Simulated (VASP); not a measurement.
Si, 2 atoms in the cell. Symmetry: P6_3/mmc, No. 194, hexagonal system. The conventional cell has a = 2.714 Å, b = 2.714 Å, c = 4.499 Å, α = 90.00°, β = 90.00°, γ = 120.00°. Si (site symmetry -6m2) has 12 Si at 2.71 to 2.74 Å within 3.6 Å. 

| Property | Result |
| --- | --- |
| Program | VASP 6.6.1 |
| Task | single point |
| Functional | PBE |
| Potentials or basis | VASP PAW PBE potentials, release 64 (Si) |
| Cutoff | 520 eV |
| k mesh | 17 × 17 × 9 |
| Occupations | fermi-dirac, width 0.08 eV |
| Spin | no spin polarisation |
| Dipole correction | no |
| Further INCAR settings | ALGO = Normal; EDIFF = 1e-06; NBANDS = 11 |

Potentials or basis: VASP PAW PBE potentials, release 64 (Si).

The run is started by

```sh
$ cat potpaw_PBE.64/Si/POTCAR > POTCAR
$ mpirun -np 1 vasp_std > vasp.out
```

Hardware: 1 thread of AMD EPYC 7R43 64-Core Processor (Zen 3), on a shared host.

**Question.** Estimate the wall time of this run.

**Answer.** Run time: 28 s on 1 thread of AMD EPYC 7R43 64-Core Processor (Zen 3), on a shared host, peak memory 0.13 GiB. Counts: scf iterations 9, k points 165.
